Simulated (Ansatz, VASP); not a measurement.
**Two plane-wave programs on Cu**

```
Cu
1.0
    -1.43665    1.43665    1.27086
     1.43665   -1.43665    1.27086
     1.43665    1.43665   -1.27086
Cu
1
Direct
  0.00000 0.00000 0.00000
```

Alike in both runs: task single point; functional LDA; k mesh 24 × 24 × 24; occupations gaussian, width 0.15 eV; no spin polarisation.

|  | VASP | Ansatz |
| --- | --- | --- |
| version | VASP 6.6.1 | Ansatz 0.2.0 |
| potentials or method | VASP PAW LDA potentials, release 64 (Cu), cutoff 520 eV | scalar-relativistic, plane waves, PAW |
| valence electrons in the cell | 11 | 19 |

|  | VASP | Ansatz | Ansatz less VASP |
| --- | --- | --- | --- |
| gap on the k mesh at the Fermi level (eV) | none | none | - |
| pressure (GPa) | 9.8 | 8.8 | -0.97 |
| traceless stress, the component that is largest in VASP (GPa) | 1.76 | 1.71 | -0.054 |

Ansatz warns that its potentials were made for another functional, while VASP's fit it. LDA's correlation is that of Perdew and Zunger in VASP and of Perdew and Wang (1992) in Ansatz. A gap of «none» marks a metal or a gap that the smearing closes. VASP's potentials hold 11 valence electrons a cell and Ansatz's 19, so a difference there can come from the potentials and not from the codes.
